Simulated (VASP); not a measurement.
# PbO (Fm-3m) in VASP: notebook

The runs below take PbO through single point, with PBE.

Everything below comes from runs of VASP 6.6.1. Logs are shortened: lines on timing, memory, paths and dates and some standing lists are left out, and cuts for length are marked.

**1. The cell of the first run**

It takes space group Fm-3m (No. 225, cubic). Conventional cell: a = 5.665 Å, b = 5.665 Å, c = 5.665 Å, α = 90.00°, β = 90.00°, γ = 90.00°. O (site symmetry m-3m) has 6 Pb at 2.83 Å within 3.7 Å. Pb (site symmetry m-3m) has 6 O at 2.83 Å within 3.7 Å.

**2. Single point, PBE (Te replaced by O, lengths x 0.848, strained)**

INCAR

```
PREC     = Accurate       # precision mode
ENCUT    = 520            # plane-wave cutoff, eV
EDIFF    = 1E-7           # SCF threshold, eV
ISMEAR   = 0              # smearing method
SIGMA    = 0.1            # smearing width, eV
LREAL    = False          # projectors in reciprocal space
LASPH    = True           # aspherical terms in the spheres
NELM     = 80             # most SCF steps
ALGO     = Normal         # electronic algorithm
ISIF     = 2              # what is computed and relaxed
LWAVE    = False          # write WAVECAR
LCHARG   = False          # write CHGCAR
GGA      = PE             # functional
NBANDS   = 17             # bands
```

KPOINTS

```
Automatic mesh
0
Gamma
  6 6 6
```

POSCAR

```
PbO
1.0
    0.0000000000      2.8324989773      2.8324989773
    2.8324989773      0.0000000000      2.8324989773
    2.8324989773      2.8324989773      0.0000000000
O Pb
1 1
Direct
    0.5000000000      0.5000000000      0.5000000000
    0.0000000000      0.0000000000      0.0000000000
```

Potentials or basis: VASP PAW PBE potentials, release 64 (O, Pb_d).

On the command line:

```
cat potpaw_PBE.64/O/POTCAR potpaw_PBE.64/Pb_d/POTCAR > POTCAR
mpirun -np 1 vasp_std > vasp.out
```

OUTCAR:

```text
PREC = Accurate
   ENCUT = 520
   EDIFF = 1E-7
   ISMEAR = 0
   LREAL = False
   LASPH = True
   NELM = 80
   ISIF = 2
   GGA = PE

 ion  position               nearest neighbor table
   1  0.500  0.500  0.500-   2 2.83   2 2.83   2 2.83   2 2.83   2 2.83   2 2.83
   2  0.000  0.000  0.000-   1 2.83   1 2.83   1 2.83   1 2.83   1 2.83   1 2.83

  LATTYP: Found a face centered cubic cell.
 ALAT       =     5.6649979546

  Lattice vectors:

 A1 = (   0.0000000000,   2.8324989773,   2.8324989773)
 A2 = (   2.8324989773,   0.0000000000,   2.8324989773)
 A3 = (   2.8324989773,   2.8324989773,   0.0000000000)

Analysis of symmetry for initial positions (statically):
=====================================================================
 Subroutine PRICEL returns:
 Original cell was already a primitive cell.

 Routine SETGRP: Setting up the symmetry group for a
 face centered cubic supercell.

 Subroutine GETGRP returns: Found 48 space group operations
[... 9 lines left out ...]

 Routine SETGRP: Setting up the symmetry group for a
 face centered cubic supercell.

 Subroutine GETGRP returns: Found 48 space group operations
[... 11 lines left out ...]
                                     Primitive cell

  volume of cell :      45.4506

  direct lattice vectors                    reciprocal lattice vectors
     0.000000000  2.832498977  2.832498977    -0.176522570  0.176522570  0.176522570
     2.832498977  0.000000000  2.832498977     0.176522570 -0.176522570  0.176522570
     2.832498977  2.832498977  0.000000000     0.176522570  0.176522570 -0.176522570

  length of vectors
     4.005758469  4.005758469  4.005758469     0.305746061  0.305746061  0.305746061

  position of ions in fractional coordinates (direct lattice)
     0.500000000  0.500000000  0.500000000
     0.000000000  0.000000000  0.000000000

  ion indices of the primitive-cell ions
   primitive index   ion index
                 1           1
                 2           2

----------------------------------------------------------------------------------------

 KPOINTS: Automatic mesh

Automatic generation of k-mesh.
 Grid dimensions read from file:
 generate k-points for:    6    6    6

 Generating k-lattice:

  Cartesian coordinates                     Fractional coordinates (reciprocal lattice)
    -0.029420428  0.029420428  0.029420428     0.166666667  0.000000000  0.000000000
     0.029420428 -0.029420428  0.029420428     0.000000000  0.166666667  0.000000000
     0.029420428  0.029420428 -0.029420428     0.000000000  0.000000000  0.166666667

  Length of vectors
     0.050957677  0.050957677  0.050957677

  Shift w.r.t. Gamma in fractional coordinates (k-lattice)
     0.000000000  0.000000000  0.000000000

 Subroutine IBZKPT returns following result:
 ===========================================

 Found     16 irreducible k-points:

 Following reciprocal coordinates:
            Coordinates               Weight
  0.000000  0.000000  0.000000      1.000000
  0.166667  0.000000  0.000000      8.000000
  0.333333  0.000000  0.000000      8.000000
  0.500000  0.000000  0.000000      4.000000
  0.166667  0.166667  0.000000      6.000000
  0.333333  0.166667  0.000000     24.000000
[... 8 lines left out ...]
 -0.333333  0.333333  0.166667     24.000000
 -0.333333  0.500000  0.166667     12.000000
   k-points           NKPTS =     16   k-points in BZ     NKDIM =     16   number of bands    NBANDS=     17
   number of dos      NEDOS =    301   number of ions     NIONS =      2
   total plane-waves  NPLWV =  27000
   dimension x,y,z NGX =    30 NGY =   30 NGZ =   30
   dimension x,y,z NGXF=    60 NGYF=   60 NGZF=   60
   ions per type =               1   1
   NGX,Y,Z   is equivalent  to a cutoff of  12.45, 12.45, 12.45 a.u.
   NGXF,Y,Z  is equivalent  to a cutoff of  24.90, 24.90, 24.90 a.u.
 SYSTEM =  unknown system
   PREC   = accura    normal or accurate (medium, high low for compatibility)
   ISTART =      0    job   : 0-new  1-cont  2-samecut
   ICHARG =      2    charge: 1-file 2-atom 10-const
   ISPIN  =      1    spin polarized calculation?
   LNONCOLLINEAR =      F non collinear calculations
   LSORBIT =      F    spin-orbit coupling
   LASPH  =      T    aspherical Exc in radial PAW
   ENCUT  =  520.0 eV  38.22 Ry    6.18 a.u.   7.45  7.45  7.45*2*pi/ulx,y,z
   NELM   =     80;   NELMIN=  2; NELMDL= -5     # of ELM steps
   EDIFF  = 0.1E-06   stopping-criterion for ELM
   LREAL  =      F    real-space projection
   EDIFFG = 0.1E-05   stopping-criterion for IOM
   NSW    =      0    number of steps for IOM
   IBRION =     -1    ionic relax: 0-MD 1-quasi-New 2-CG
   NFREE  =      0    steps in history (QN), initial steepest desc. (CG)
   ISIF   =      2    stress and relaxation
   ISYM   =      2    0-nonsym 1-usesym 2-fastsym
   POTIM  = 0.5000    time-step for ionic-motion
   TEBEG  =    0.0;   TEEND  =   0.0 temperature during run
   PSTRESS=    0.0 pullay stress
   NELECT =      20.0000    total number of electrons
   NUPDOWN=      -1.0000    fix difference up-down
   EMIN   =  10.00;   EMAX   =-10.00  energy-range for DOS
   EFERMI =   0.00;   METHOD = LEGACY
   ISMEAR =     0;   SIGMA  =   0.10  broadening in eV -4-tet -1-fermi 0-gaus
   EFERMI_NEDOS =   21; number of points for ismear=-14 and -15
   IALGO  =     38    algorithm
   IMIX   =      4    mixing-type and parameters
     AMIX     =   0.40;   BMIX     =  1.00
     AMIX_MAG =   1.60;   BMIX_MAG =  1.00
  volume/ion in A,a.u.               =      22.73       153.36
  Fermi-wavevector in a.u.,A,eV,Ry     =   1.245198  2.353083 21.096078  1.550518
  Thomas-Fermi vector in A             =   2.379431
   LORBIT       =      0    0 simple, 1 ext, 2 COOP (PROOUT), +10 PAW based schemes
   GGA     = PE    functional components
   LHFCALC =     F    Hartree Fock is set to
   AEXX    =    0.0000 exact exchange contribution
   IVDW    =     0    specifies the selected vdW correction
   LEPSILON=     F    determine dielectric tensor
   LRPA    =     F    only Hartree local field effects (RPA)
 non-spin polarized calculation
 Gauss-broadening in eV      SIGMA  =   0.10
  energy-cutoff  :      520.00
  volume of cell :       45.45
 maximum number of plane-waves:      1243
 NGX is ok and might be reduce to    30
   NGX = 15   NGY = 15   NGZ = 15

 number of electron      20.0000011 magnetization

 Free energy of the ion-electron system (eV)
  ---------------------------------------------------
  ext. energy  EPLUGINS =         0.00000000
  ---------------------------------------------------
  free energy    TOTEN  =        -9.98939342 eV

  energy without entropy =       -9.98811341  energy(sigma->0) =       -9.98875341

 E-fermi :   3.9888     XC(G=0):  -9.4217

 val. band max:        3.9188425626   @ k =   0.5000   0.0000   0.0000
 cond. band min:       4.0588567380   @ k =   0.5000   0.0000   0.0000
 fundamental gap:      0.1400141754
 Fermi energy:         3.9888496507

 k-point     1 :       0.0000    0.0000    0.0000
  band No.  band energies     occupation
      1     -12.5906      2.00000
      2     -12.5906      2.00000
      3     -12.5906      2.00000
      4     -12.5138      2.00000
      5     -12.5138      2.00000
      6     -12.3042      2.00000
[... 9 lines left out ...]
     16      14.4276      0.00000
     17      14.4276      0.00000

 k-point     2 :       0.1667    0.0000    0.0000
  band No.  band energies     occupation
      1     -12.5893      2.00000
      2     -12.5814      2.00000
      3     -12.5814      2.00000
      4     -12.5157      2.00000
      5     -12.5157      2.00000
      6     -12.2288      2.00000
[... 9 lines left out ...]
     16      15.0629      0.00000
     17      16.0952      0.00000

 k-point     3 :       0.3333    0.0000    0.0000
  band No.  band energies     occupation
      1     -12.5875      2.00000
      2     -12.5739      2.00000
      3     -12.5739      2.00000
      4     -12.5081      2.00000
      5     -12.5081      2.00000
      6     -12.0729      2.00000
[... 9 lines left out ...]
     16      16.3144      0.00000
     17      17.3047      0.00000

 k-point     4 :       0.5000    0.0000    0.0000
  band No.  band energies     occupation
      1     -12.5866      2.00000
      2     -12.5758      2.00000
      3     -12.5758      2.00000
      4     -12.4986      2.00000
      5     -12.4986      2.00000
      6     -11.9923      2.00000
[... 9 lines left out ...]
     16      17.1578      0.00000
     17      17.1578      0.00000

 k-point     5 :       0.1667    0.1667    0.0000
  band No.  band energies     occupation
      1     -12.6019      2.00000
      2     -12.5998      2.00000
      3     -12.5706      2.00000
      4     -12.5706      2.00000
      5     -12.5052      2.00000
      6     -12.1296      2.00000
[... 9 lines left out ...]
     16      16.2657      0.00000
     17      16.2657      0.00000

 k-point     6 :       0.3333    0.1667    0.0000
  band No.  band energies     occupation
      1     -12.6839      2.00000
      2     -12.5983      2.00000
      3     -12.5562      2.00000
      4     -12.5542      2.00000
      5     -12.4974      2.00000
      6     -11.9231      2.00000
[... 9 lines left out ...]
     16      17.5162      0.00000
     17      18.0529      0.00000
[... 121 lines left out ...]
 k-point    13 :       0.5000    0.5000    0.0000
  band No.  band energies     occupation
      1     -12.9900      2.00000
      2     -12.6275      2.00000
      3     -12.5075      2.00000
      4     -12.5075      2.00000
      5     -12.4793      2.00000
      6     -11.4211      2.00000
[... 9 lines left out ...]
     16      20.6846      0.00000
     17      21.0962      0.00000

 k-point    14 :       0.5000    0.3333    0.1667
  band No.  band energies     occupation
      1     -12.7919      2.00000
      2     -12.5930      2.00000
      3     -12.5526      2.00000
      4     -12.5300      2.00000
      5     -12.5015      2.00000
      6     -11.7003      2.00000
[... 9 lines left out ...]
     16      17.4594      0.00000
     17      18.4697      0.00000

 k-point    15 :      -0.3333    0.3333    0.1667
  band No.  band energies     occupation
      1     -12.8305      2.00000
      2     -12.5732      2.00000
      3     -12.5634      2.00000
      4     -12.5248      2.00000
      5     -12.5039      2.00000
      6     -11.6007      2.00000
[... 9 lines left out ...]
     16      18.3113      0.00000
     17      18.8888      0.00000

 k-point    16 :      -0.3333    0.5000    0.1667
  band No.  band energies     occupation
      1     -12.9210      2.00000
      2     -12.5987      2.00000
      3     -12.5387      2.00000
      4     -12.5074      2.00000
      5     -12.4975      2.00000
      6     -11.4838      2.00000
[... 9 lines left out ...]
     16      17.0611      0.00000
     17      19.6322      0.00000

------------------------ aborting loop because EDIFF is reached ----------------------------------------

  FORCE on cell =-STRESS in cart. coord.  units (eV):
  Direction    XX          YY          ZZ          XY          YZ          ZX
  --------------------------------------------------------------------------------------
  -------------------------------------------------------------------------------------
  Total       -3.2818806     -3.2818806     -3.2818806      0.0000000      0.0000000      0.0000000
  in kB     -115.6895371   -115.6895371   -115.6895371      0.0000000      0.0000000      0.0000000
  external PRESSURE =    -115.6895371 kB  Pullay stress =       0.0000000 kB

 VOLUME and BASIS-vectors are now :
 -----------------------------------------------------------------------------
  energy-cutoff  :      520.00
  volume of cell :       45.45
      direct lattice vectors                 reciprocal lattice vectors
     0.000000000  2.832498977  2.832498977    -0.176522570  0.176522570  0.176522570
     2.832498977  0.000000000  2.832498977     0.176522570 -0.176522570  0.176522570
     2.832498977  2.832498977  0.000000000     0.176522570  0.176522570 -0.176522570

 POSITION                                       TOTAL-FORCE (eV/Angst)
 -----------------------------------------------------------------------------------
      2.83250      2.83250      2.83250        -0.000000     -0.000000      0.000000
      0.00000      0.00000      0.00000         0.000000      0.000000     -0.000000
 -----------------------------------------------------------------------------------
    total drift:                                0.000000      0.000000      0.000000

  FREE ENERGIE OF THE ION-ELECTRON SYSTEM (eV)
  ---------------------------------------------------
  free  energy   TOTEN  =        -9.9893934180 eV

  energy  without entropy=       -9.9881134063  energy(sigma->0) =       -9.98875341
```

Wall time 8.3 s (1 thread of Intel Xeon 6975P-C (Granite Rapids), shared host); peak memory 0.16 GiB.

What came out:

```yaml
Free_energy: -9.9894 eV
Pressure: -11.6 GPa
Band_gap_on_the_k_mesh: 0.14 eV, direct
```

Caveat: the cell differs from its parent crystal (Te replaced by O, lengths x 0.848, strained); spin-orbit coupling is left out, which moves the levels of the heavy elements. A k mesh can miss the band edges.

**3. Single point, PBE (Te replaced by O, lengths x 0.848, strained)**

INCAR

```
PREC = Accurate
ENCUT = 520
EDIFF = 1E-7
ISMEAR = 0
SIGMA = 0.01
LREAL = False
LASPH = True
NELM = 80
ALGO = Normal
ISIF = 2
LWAVE = False
LCHARG = True
GGA = PE
LELF = True
LVHAR = True
NBANDS = 17
```

KPOINTS

```
Automatic mesh
0
Gamma
  12 12 12
```

POSCAR is that of step 2.

Potentials or basis: VASP PAW PBE potentials, release 64 (O, Pb_d).

On the command line:

```
cat potpaw_PBE.64/O/POTCAR potpaw_PBE.64/Pb_d/POTCAR > POTCAR
mpirun -np 1 vasp_std > vasp.out
```

Run time: 29 s. Hardware: 1 thread of Intel Xeon 6975P-C (Granite Rapids), shared host; peak memory 0.2 GiB.

Results (log left out):

```yaml
Free_energy: -9.9940 eV
Pressure: -11.6 GPa
Band_gap_on_the_k_mesh: 0.14 eV, direct
```

Levels at points of the mesh, in eV from the valence-band top:
```tsv
k point	band 7	band 8	band 9	band 10	band 11	band 12	band 13	band 14
(0.00, 0.00, 0.00)	-7.55	-1.45	-1.45	-1.45	6.39	6.39	6.39	10.35
(0.50, 0.00, 0.00)	-7.74	-1.22	-1.22	0.00	0.14	4.21	4.21	8.95
(0.50, 0.50, 0.00)	-6.46	-3.73	-2.23	-2.23	3.47	5.09	5.09	6.49
```

Caveat: the cell differs from its parent crystal (Te replaced by O, lengths x 0.848, strained); spin-orbit coupling is left out, which moves the levels of the heavy elements. A k mesh can miss the band edges.
